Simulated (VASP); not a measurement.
Here is a VASP 6.6.1 calculation.

INCAR

```
PREC = Accurate
ENCUT = 520
EDIFF = 1E-6
ISMEAR = -1
SIGMA = 0.05
LREAL = Auto
LASPH = T
NELM = 80
ALGO = Normal
ISIF = 2
LWAVE = F
LCHARG = F
GGA = PE
NBANDS = 84
```

KPOINTS

```
regular mesh
0
Gamma
  4 4 2
```

POSCAR

```
Ta3AsAu2O13
1.0
    5.4661846381      0.0000000000      0.0000000000
   -2.7330923190      4.7338547584      0.0000000000
    0.0000000000      0.0000000000      9.5713263286
Ta As Au O
3 1 2 13
Direct
    0.0000000000      0.0000000000      0.1947684967
    0.0000000000      0.0000000000      0.8052315033
    0.6666666667      0.3333333333      0.0000000000
    0.0000000000      0.0000000000      0.5000000000
    0.3333333333      0.6666666667      0.2698755430
    0.3333333333      0.6666666667      0.7301244570
    0.0000000000      0.0000000000      0.0000000000
    0.2319087876      0.9574268221      0.3637842446
    0.0425731779      0.2744819656      0.3637842446
    0.7255180344      0.7680912124      0.3637842446
    0.2319087876      0.9574268221      0.6362157554
    0.0425731779      0.2744819656      0.6362157554
    0.7255180344      0.7680912124      0.6362157554
    0.3843507474      0.3333675701      0.8586971038
    0.6666324299      0.0509831773      0.8586971038
    0.9490168227      0.6156492526      0.8586971038
    0.3843507474      0.3333675701      0.1413028962
    0.6666324299      0.0509831773      0.1413028962
    0.9490168227      0.6156492526      0.1413028962
```

Potentials or basis: VASP PAW PBE potentials, release 64 (Ta_pv, As, Au, O).

Command:

```sh
$ cat potpaw_PBE.64/Ta_pv/POTCAR potpaw_PBE.64/As/POTCAR potpaw_PBE.64/Au/POTCAR potpaw_PBE.64/O/POTCAR > POTCAR
$ mpirun -np 1 vasp_std > vasp.out
```

Problem. Estimate the band gap on the k mesh.

Solution. Zero (bands 69 and 70 overlap by 0.09 eV).

Problem. Predict the largest force.

Solution. 0.108 eV/Å.

Problem. Estimate the pressure.

Solution. 0.4 GPa.

Forces in eV/Å, atoms in the order of the input:
```
Ta   0.000  0.000  0.108
Ta   0.000  0.000 -0.108
Ta   0.000  0.000  0.000
As   0.000  0.000  0.000
Au   0.000  0.000 -0.010
Au   0.000  0.000  0.010
O    0.000  0.000  0.000
O    0.042 -0.005 -0.012
O   -0.017  0.039 -0.012
O   -0.026 -0.034 -0.012
O    0.042 -0.005  0.012
O   -0.017  0.039  0.012
O   -0.026 -0.034  0.012
O   -0.003  0.037 -0.017
O   -0.031 -0.021 -0.017
O    0.034 -0.016 -0.017
O   -0.003  0.037  0.017
O   -0.031 -0.021  0.017
O    0.034 -0.016  0.017
```

Caveat: spin-orbit coupling is left out, which moves the levels of the heavy elements.
